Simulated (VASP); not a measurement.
Input of a VASP 6.6.1 run:

The input INCAR:

```
PREC = Accurate ; ENCUT = 520
EDIFF = 1E-6 ; ISMEAR = -1
SIGMA = 0.05 ; LREAL = F
LASPH = T ; NELM = 60
ALGO = Normal ; ISIF = 2
LWAVE = F ; LCHARG = T
GGA = RP ; LELF = T
LVHAR = T ; NBANDS = 11
```

Contents of KPOINTS:

```
Automatic mesh
0
Gamma
  13 13 13
```

Contents of POSCAR:

```
C
1.0
    0.0000000000      1.7592674508      1.7592674508
    1.7592674508      0.0000000000      1.7592674508
    1.7592674508      1.7592674508      0.0000000000
C
2
Direct
    0.7500000000      0.7500000000      0.7500000000
    0.5000000000      0.5000000000      0.5000000000
```

Potentials or basis: VASP PAW PBE potentials, release 64 (C).

Run with:

```console
$ cat potpaw_PBE.64/C/POTCAR > POTCAR
$ mpirun -np 1 vasp_std > vasp.out
```

Q: Estimate the band gap on the k mesh.

A: 4.22 eV, indirect (least direct gap 5.70 eV).

Q: Predict the pressure.

A: 28.3 GPa.

Caveat: the PAW data sets were made with another functional, which shifts forces and pressure a little. A k mesh can miss the band edges.
